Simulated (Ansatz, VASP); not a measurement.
Sb2As: VASP beside Ansatz

```
Sb As
1.0
     0.00000    3.49694    3.49694
     3.49694    0.00000    3.49694
     3.49694    3.49694    0.00000
Sb As
2 1
Cartesian
  1.7485 1.7485 1.7485
  5.2454 5.2454 5.2454
  0.0000 0.0000 0.0000
```

Alike in both runs: functional PBE; k mesh 4 × 4 × 4; occupations gaussian, width 0.1 eV; no spin polarisation.

Ansatz relaxed the structure, and its values are those at the end. VASP's run is a single point on that final structure, the one shown.

|  | VASP | Ansatz |
| --- | --- | --- |
| version | VASP 6.6.1 | Ansatz 0.2.0 |
| potentials or method | VASP PAW PBE potentials, release 64 (Sb, As), cutoff 520 eV | scalar-relativistic, plane waves, PAW |
| valence electrons in the cell | 15 | 45 |

```tsv
	VASP	Ansatz	Ansatz less VASP
gap on the k mesh at the Fermi level (eV)	none	none	-
pressure (GPa)	-0.2	-0.1	+0.06
```

A gap of «none» marks a metal or a gap that the smearing closes. With one functional, cell and mesh, what is left measures potentials, basis and numerics. VASP's potentials hold 15 valence electrons a cell and Ansatz's 45, so a difference there can come from the potentials and not from the codes.

The k mesh is coarse, so the values compare programs but aren't converged. Neither program's run includes spin-orbit coupling.
